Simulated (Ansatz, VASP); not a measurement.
# Bi2Se3: VASP beside Ansatz

Contents of INCAR:

```
SYSTEM = Bi2Se3
PREC     = Accurate       ! precision mode
ENCUT    = 520            ! plane-wave cutoff, eV
EDIFF    = 1E-8           ! SCF threshold, eV
ISMEAR   = -1             ! smearing method
SIGMA    = 0.03           ! smearing width, eV
LREAL    = .FALSE.        ! projectors in reciprocal space
LASPH    = .TRUE.         ! aspherical terms in the spheres
NELM     = 100            ! most SCF steps
ALGO     = Normal         ! electronic algorithm
ISIF     = 2              ! what is computed and relaxed
LWAVE    = .FALSE.        ! write WAVECAR
LCHARG   = .FALSE.        ! write CHGCAR
GGA      = PE             ! functional
LEFG     = .TRUE.       
NBANDS   = 32             ! bands
```

File KPOINTS:

```
regular mesh
0
G
  6 6 6
  0 0 0
```

POSCAR

```
Bi2Se3
1.0
    2.0292119354      1.1715660571      9.3504726711
   -2.0292119354      1.1715660571      9.3504726711
    0.0000000000     -2.3431321143      9.3504726711
Bi Se
2 3
Direct
    0.4008000000      0.4008000000      0.4008000000
    0.5992000000      0.5992000000      0.5992000000
    0.0000000000      0.0000000000      0.0000000000
    0.2117000000      0.2117000000      0.2117000000
    0.7883000000      0.7883000000      0.7883000000
```

Input for Ansatz:

```yaml
crystal:
  lattice:
    - [2.0292119354, 1.1715660571, 9.3504726711]
    - [-2.0292119354, 1.1715660571, 9.3504726711]
    - [0.0, -2.3431321143, 9.3504726711]
  atoms:
    - { symbol: Bi, position: [0.4008, 0.4008, 0.4008] }
    - { symbol: Bi, position: [0.5992, 0.5992, 0.5992] }
    - { symbol: Se, position: [0.0, 0.0, 0.0] }
    - { symbol: Se, position: [0.2117, 0.2117, 0.2117] }
    - { symbol: Se, position: [0.7883, 0.7883, 0.7883] }
kpoints:
  mp_grid: { grid: [6, 6, 6] }
scf:
  occupations: { method: fermi_dirac, width: 0.03 }
hamiltonian:
  xc: pbe
  pseudopotentials: { kind: all_electron, datasets: crystal }
output:
  forces: true
  stress: true
  eigenvalues: true
  efg: { contact_densities: true }
```

Change from the starting cell: volume scaled by 0.94, crystal datasets.

Alike in both runs: task electric field gradients; functional PBE; k mesh 6 × 6 × 6; occupations fermi-dirac, width 0.03 eV; no spin polarisation.

|  | VASP | Ansatz |
| --- | --- | --- |
| version | VASP 6.6.1 | Ansatz 0.2.0 |
| potentials or method | VASP PAW PBE potentials, release 64 (Bi_d, Se), cutoff 520 eV | all-electron PAW with datasets made for the crystal, scalar-relativistic |

VASP gave:

```
pressure (GPa)                                       : 7.3
rms of the force components (eV/Å)                   : 0.300
size of Vzz on the site where it differs most (V/Å²) : 4.8
```

Which values does Ansatz return?

Pressure (GPa): 7.3; rms of the force components (eV/Å): 0.293; size of Vzz on the site where it differs most (V/Å²): 0.8.

Atom by atom the forces differ by 0.007 eV/Å (rms over components). Ansatz ran all-electron here, and VASP with PAW potentials.

Spin-orbit coupling is off throughout.
